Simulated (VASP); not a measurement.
# Al2Au (I4/mmm) in VASP: further runs

Runs on Al2Au. Level: LDA. Tasks: electric field gradients.

Everything below comes from runs of VASP 6.6.1. Logs are shortened: lines on timing, memory, paths and dates and some standing lists are left out, and cuts for length are marked.

## (1) The cell of the first run

It takes space group I4/mmm (No. 139, tetragonal). The conventional cell has a = 4.243 Å, b = 4.243 Å, c = 6.120 Å, α = 90.00°, β = 90.00°, γ = 90.00°. Al (site symmetry -4m2) has 4 Au at 2.62 Å and 6 Al at 3.00 to 3.06 Å within 3.5 Å. Au (site symmetry 4/mmm) has 8 Al at 2.62 Å within 3.5 Å.

## (2) Electric field gradients, LDA (zz strain of +2 %)

INCAR

```
  PREC = Accurate
  ENCUT = 520
  EDIFF = 1E-8
  ISMEAR = -1
  SIGMA = 0.05
  LREAL = F
  LASPH = T
  NELM = 100
  ALGO = Normal
  ISIF = 2
  LWAVE = F
  LCHARG = F
  GGA = CA
  LEFG = T
  NBANDS = 16
```

KPOINTS

```
Automatic mesh
0
Gamma
  11 11 11
```

POSCAR

```
Al2Au
1.0
    0.0000000000      3.0000000000      3.0600000000
    3.0000000000      0.0000000000      3.0600000000
    3.0000000000      3.0000000000      0.0000000000
Al Au
2 1
Direct
    0.2500000000      0.2500000000      0.2500000000
    0.7500000000      0.7500000000      0.7500000000
    0.0000000000      0.0000000000      0.0000000000
```

Potentials or basis: VASP PAW LDA potentials, release 64 (Al, Au).

Run with:

```sh
cat potpaw_LDA.64/Al/POTCAR potpaw_LDA.64/Au/POTCAR > POTCAR
mpirun -np 1 vasp_std > vasp.out
```

OUTCAR:

```text
PREC = Accurate
   ENCUT = 520
   EDIFF = 1E-8
   ISMEAR = -1
   LREAL = F
   LASPH = T
   NELM = 100
   ISIF = 2
   GGA = CA

 ion  position               nearest neighbor table
   1  0.250  0.250  0.250-   3 2.62   3 2.62   3 2.62   3 2.62   2 3.00   2 3.00   2 3.00   2 3.00
                             2 3.06   2 3.06
   2  0.750  0.750  0.750-   3 2.62   3 2.62   3 2.62   3 2.62   1 3.00   1 3.00   1 3.00   1 3.00
                             1 3.06   1 3.06
   3  0.000  0.000  0.000-   2 2.62   2 2.62   2 2.62   1 2.62   2 2.62   1 2.62   1 2.62   1 2.62

  LATTYP: Found a body centered tetragonal cell.
 ALAT       =     4.2426406871
 C/A-ratio  =     1.4424978336

  Lattice vectors:

 A1 = (  -3.0000000000,   0.0000000000,   3.0600000000)
 A2 = (   3.0000000000,   0.0000000000,   3.0600000000)
 A3 = (   0.0000000000,   3.0000000000,  -3.0600000000)

Analysis of symmetry for initial positions (statically):
=====================================================================
 Subroutine PRICEL returns:
 Original cell was already a primitive cell.

 Routine SETGRP: Setting up the symmetry group for a
 body centered tetragonal supercell.

 Subroutine GETGRP returns: Found 16 space group operations
 (whereof 16 operations were pure point group operations)
 out of a pool of 16 trial point group operations.

The static configuration has the point symmetry D_4h.

Analysis of symmetry for dynamics (positions and initial velocities):
=====================================================================
 Subroutine PRICEL returns:
 Original cell was already a primitive cell.

 Routine SETGRP: Setting up the symmetry group for a
 body centered tetragonal supercell.

 Subroutine GETGRP returns: Found 16 space group operations
 (whereof 16 operations were pure point group operations)
 out of a pool of 16 trial point group operations.

The dynamic configuration has the point symmetry D_4h.

 Subroutine INISYM returns: Found 16 space group operations
 (whereof 16 operations are pure point group operations),
 and found     1 'primitive' translations

----------------------------------------------------------------------------------------

                                     Primitive cell

  volume of cell :      55.0800

  direct lattice vectors                    reciprocal lattice vectors
     0.000000000  3.000000000  3.060000000    -0.166666667  0.166666667  0.163398693
     3.000000000  0.000000000  3.060000000     0.166666667 -0.166666667  0.163398693
     3.000000000  3.000000000  0.000000000     0.166666667  0.166666667 -0.163398693

  length of vectors
     4.285277121  4.285277121  4.242640687     0.286800782  0.286800782  0.286800782

  position of ions in fractional coordinates (direct lattice)
     0.250000000  0.250000000  0.250000000
     0.750000000  0.750000000  0.750000000
     0.000000000  0.000000000  0.000000000

  ion indices of the primitive-cell ions
   primitive index   ion index
                 1           1
                 2           2
                 3           3

----------------------------------------------------------------------------------------

 KPOINTS: Automatic mesh

Automatic generation of k-mesh.
 Grid dimensions read from file:
 generate k-points for:   11   11   11

 Generating k-lattice:

  Cartesian coordinates                     Fractional coordinates (reciprocal lattice)
    -0.015151515  0.015151515  0.014854427     0.090909091  0.000000000  0.000000000
     0.015151515 -0.015151515  0.014854427     0.000000000  0.090909091  0.000000000
     0.015151515  0.015151515 -0.014854427     0.000000000  0.000000000  0.090909091

  Length of vectors
     0.026072798  0.026072798  0.026072798

  Shift w.r.t. Gamma in fractional coordinates (k-lattice)
     0.000000000  0.000000000  0.000000000

 Subroutine IBZKPT returns following result:
 ===========================================

 Found    126 irreducible k-points:

 Following reciprocal coordinates:
            Coordinates               Weight
  0.000000  0.000000  0.000000      1.000000
  0.090909  0.000000  0.000000      8.000000
  0.181818  0.000000  0.000000      8.000000
  0.272727  0.000000  0.000000      8.000000
  0.363636  0.000000  0.000000      8.000000
  0.454545  0.000000  0.000000      8.000000
[... 16 lines left out ...]
 -0.272727  0.181818  0.000000      8.000000
 -0.181818  0.181818  0.000000      4.000000
 [... further k-points ...]
   k-points           NKPTS =    126   k-points in BZ     NKDIM =    126   number of bands    NBANDS=     16
   number of dos      NEDOS =    301   number of ions     NIONS =      3
   total plane-waves  NPLWV =  32768
   dimension x,y,z NGX =    32 NGY =   32 NGZ =   32
   dimension x,y,z NGXF=    64 NGYF=   64 NGZF=   64
   ions per type =               2   1
   NGX,Y,Z   is equivalent  to a cutoff of  12.41, 12.41, 12.54 a.u.
   NGXF,Y,Z  is equivalent  to a cutoff of  24.83, 24.83, 25.08 a.u.
 SYSTEM =  unknown system
   PREC   = accura    normal or accurate (medium, high low for compatibility)
   ISTART =      0    job   : 0-new  1-cont  2-samecut
   ICHARG =      2    charge: 1-file 2-atom 10-const
   ISPIN  =      1    spin polarized calculation?
   LNONCOLLINEAR =      F non collinear calculations
   LSORBIT =      F    spin-orbit coupling
   LASPH  =      T    aspherical Exc in radial PAW
   ENCUT  =  520.0 eV  38.22 Ry    6.18 a.u.   7.97  7.97  7.89*2*pi/ulx,y,z
   NELM   =    100;   NELMIN=  2; NELMDL= -5     # of ELM steps
   EDIFF  = 0.1E-07   stopping-criterion for ELM
   LREAL  =      F    real-space projection
   EDIFFG = 0.1E-06   stopping-criterion for IOM
   NSW    =      0    number of steps for IOM
   IBRION =     -1    ionic relax: 0-MD 1-quasi-New 2-CG
   NFREE  =      0    steps in history (QN), initial steepest desc. (CG)
   ISIF   =      2    stress and relaxation
   ISYM   =      2    0-nonsym 1-usesym 2-fastsym
   POTIM  = 0.5000    time-step for ionic-motion
   TEBEG  =    0.0;   TEEND  =   0.0 temperature during run
   PSTRESS=    0.0 pullay stress
   NELECT =      17.0000    total number of electrons
   NUPDOWN=      -1.0000    fix difference up-down
   EMIN   =  10.00;   EMAX   =-10.00  energy-range for DOS
   EFERMI =   0.00;   METHOD = LEGACY
   ISMEAR =    -1;   SIGMA  =   0.05  broadening in eV -4-tet -1-fermi 0-gaus
   EFERMI_NEDOS =   21; number of points for ismear=-14 and -15
   IALGO  =     38    algorithm
   IMIX   =      4    mixing-type and parameters
     AMIX     =   0.40;   BMIX     =  1.00
     AMIX_MAG =   1.60;   BMIX_MAG =  1.00
  volume/ion in A,a.u.               =      18.36       123.90
  Fermi-wavevector in a.u.,A,eV,Ry     =   1.106352  2.090701 16.653719  1.224014
  Thomas-Fermi vector in A             =   2.242851
   LORBIT       =      0    0 simple, 1 ext, 2 COOP (PROOUT), +10 PAW based schemes
   GGA     = CA    functional components
   LHFCALC =     F    Hartree Fock is set to
   AEXX    =    0.0000 exact exchange contribution
   IVDW    =     0    specifies the selected vdW correction
   LEPSILON=     F    determine dielectric tensor
   LRPA    =     F    only Hartree local field effects (RPA)
 non-spin polarized calculation
  energy-cutoff  :      520.00
  volume of cell :       55.08
 maximum number of plane-waves:      1499
   NGX = 15   NGY = 15   NGZ = 15

 number of electron      17.0000002 magnetization

 Free energy of the ion-electron system (eV)
  ---------------------------------------------------
  ext. energy  EPLUGINS =         0.00000000
  ---------------------------------------------------
  free energy    TOTEN  =       -14.25690291 eV

  energy without entropy =      -14.24853208  energy(sigma->0) =      -14.25271750

 E-fermi :   7.4030     XC(G=0): -10.6303

 val. band max:        7.3916476237   @ k =   0.2727   0.1818   0.0000
 cond. band min:       7.4031898247   @ k =  -0.3636   0.0000   0.1818
 fundamental gap:      0.0115422010
 Fermi energy:         7.4029968754

 k-point     1 :       0.0000    0.0000    0.0000
  band No.  band energies     occupation
      1      -3.0339      2.00000
      2       0.8460      2.00000
      3       0.8460      2.00000
      4       0.8675      2.00000
      5       1.7701      2.00000
      6       1.8236      2.00000
[... 8 lines left out ...]
     15      13.1908      0.00000
     16      13.1908      0.00000

 k-point     2 :       0.0909    0.0000    0.0000
  band No.  band energies     occupation
      1      -2.9272      2.00000
      2       0.8149      2.00000
      3       0.8728      2.00000
      4       0.8886      2.00000
      5       1.7654      2.00000
      6       1.8169      2.00000
[... 8 lines left out ...]
     15      12.9021      0.00000
     16      12.9472      0.00000

 k-point     3 :       0.1818    0.0000    0.0000
  band No.  band energies     occupation
      1      -2.6142      2.00000
      2       0.7274      2.00000
      3       0.9417      2.00000
      4       0.9541      2.00000
      5       1.7625      2.00000
      6       1.8067      2.00000
[... 8 lines left out ...]
     15      12.9408      0.00000
     16      13.0627      0.00000

 k-point     4 :       0.2727    0.0000    0.0000
  band No.  band energies     occupation
      1      -2.1232      2.00000
      2       0.6436      2.00000
      3       1.0201      2.00000
      4       1.0254      2.00000
      5       1.7868      2.00000
      6       1.8166      2.00000
[... 8 lines left out ...]
     15      13.9142      0.00000
     16      13.9633      0.00000
[... 324 lines left out ...]
 k-point    22 :      -0.3636    0.1818    0.0000
  band No.  band energies     occupation
      1      -0.8240      2.00000
      2       0.5444      2.00000
      3       1.1792      2.00000
      4       1.2363      2.00000
      5       1.7968      2.00000
      6       1.9026      2.00000
[... 8 lines left out ...]
     15      14.9162      0.00000
     16      16.0092      0.00000

 k-point    23 :      -0.2727    0.1818    0.0000
  band No.  band energies     occupation
      1      -1.3610      2.00000
      2       0.4786      2.00000
      3       1.1260      2.00000
      4       1.1817      2.00000
      5       1.7183      2.00000
      6       1.9454      2.00000
[... 8 lines left out ...]
     15      14.1688      0.00000
     16      16.4854      0.00000

 k-point    24 :      -0.1818    0.1818    0.0000
  band No.  band energies     occupation
      1      -1.9332      2.00000
      2       0.5383      2.00000
      3       1.0847      2.00000
      4       1.0849      2.00000
      5       1.7077      2.00000
      6       1.8937      2.00000
[... 8 lines left out ...]
     15      13.8950      0.00000
     16      16.0193      0.00000

 [... further k-points ...]

------------------------ aborting loop because EDIFF is reached ----------------------------------------

  FORCE on cell =-STRESS in cart. coord.  units (eV):
  Direction    XX          YY          ZZ          XY          YZ          ZX
  --------------------------------------------------------------------------------------
  -------------------------------------------------------------------------------------
  Total       -1.3984009     -1.3984009     -1.7322726      0.0000000      0.0000000      0.0000000
  in kB      -40.6769458    -40.6769458    -50.3886677      0.0000000      0.0000000      0.0000000
  external PRESSURE =     -43.9141864 kB  Pullay stress =       0.0000000 kB

 VOLUME and BASIS-vectors are now :
 -----------------------------------------------------------------------------
  energy-cutoff  :      520.00
  volume of cell :       55.08
      direct lattice vectors                 reciprocal lattice vectors
     0.000000000  3.000000000  3.060000000    -0.166666667  0.166666667  0.163398693
     3.000000000  0.000000000  3.060000000     0.166666667 -0.166666667  0.163398693
     3.000000000  3.000000000  0.000000000     0.166666667  0.166666667 -0.163398693

 POSITION                                       TOTAL-FORCE (eV/Angst)
 -----------------------------------------------------------------------------------
      1.50000      1.50000      1.53000        -0.000000      0.000000     -0.000000
      4.50000      4.50000      4.59000         0.000000     -0.000000      0.000000
      0.00000      0.00000      0.00000         0.000000      0.000000     -0.000000
 -----------------------------------------------------------------------------------
    total drift:                                0.000000     -0.000000      0.000000

  FREE ENERGIE OF THE ION-ELECTRON SYSTEM (eV)
  ---------------------------------------------------
  free  energy   TOTEN  =       -14.2569029125 eV

  energy  without entropy=      -14.2485320812  energy(sigma->0) =      -14.25271750

 Electric field gradients (V/A^2)
---------------------------------------------------------------------
 ion       V_xx      V_yy      V_zz      V_xy      V_xz      V_yz
---------------------------------------------------------------------
   1      -0.262    -0.262     0.523     0.000     0.000     0.000
   2      -0.262    -0.262     0.523     0.000     0.000     0.000
   3       9.254     9.254   -18.507     0.000    -0.000    -0.000
---------------------------------------------------------------------

 Electric field gradients after diagonalization (V/A^2)
 (convention: |V_zz| > |V_xx| > |V_yy|)
----------------------------------------------------------------------
 ion       V_xx      V_yy      V_zz     asymmetry (V_yy - V_xx)/ V_zz
----------------------------------------------------------------------
   1      -0.262    -0.262     0.523       0.000
   2      -0.262    -0.262     0.523       0.000
   3       9.254     9.254   -18.507       0.000
----------------------------------------------------------------------

           NMR quadrupolar parameters

 Cq : quadrupolar parameter    Cq=e*Q*V_zz/h
 eta: asymmetry parameters     (V_yy - V_xx)/ V_zz
 Q  : nuclear electric quadrupole moment in mb (millibarn)
----------------------------------------------------------------------
 ion       Cq(MHz)       eta       Q (mb)
----------------------------------------------------------------------
   1       0.001       0.000       1.000
   2       0.001       0.000       1.000
   3      -0.045       0.000       1.000
----------------------------------------------------------------------
```

Run time: 82 s. Hardware: 1 thread of Intel Xeon 8259CL, shared host; peak memory 0.23 GiB.

What came out:

| Item | Value |
| --- | --- |
| Free energy | -14.2569 eV |
| Pressure | -4.4 GPa |
| Band gap on the k mesh | zero (an odd number of electrons rules out a gap without spin polarisation) |
| Largest electric field gradient by atom | Al +0.5; Au -18.5 V/Å² |

Levels at points of the mesh, in eV from the Fermi level:
| k point | band 6 | band 7 | band 8 | band 9 | band 10 | band 11 | band 12 | band 13 |
| --- | --- | --- | --- | --- | --- | --- | --- | --- |
| (0.00, 0.00, 0.00) | -5.58 | 1.94 | 2.81 | 2.96 | 2.96 | 3.70 | 3.70 | 3.97 |

Electric field gradients, principal values (V/Å²):
| atom | least | middle | greatest (by size) |
| --- | --- | --- | --- |
| 1 Al | -0.262 | -0.262 | 0.523 |
| 2 Al | -0.262 | -0.262 | 0.523 |
| 3 Au | 9.254 | 9.254 | -18.507 |

Caveat: the cell differs from its parent crystal (zz strain of +2 %); the cell stands under tension; without QUAD_EFG the Cq values of the log hold for a quadrupole moment of 1 mb, not for the nuclei; spin-orbit coupling is left out, which moves the levels of the heavy elements.

(Continued in part 2 of 2.)
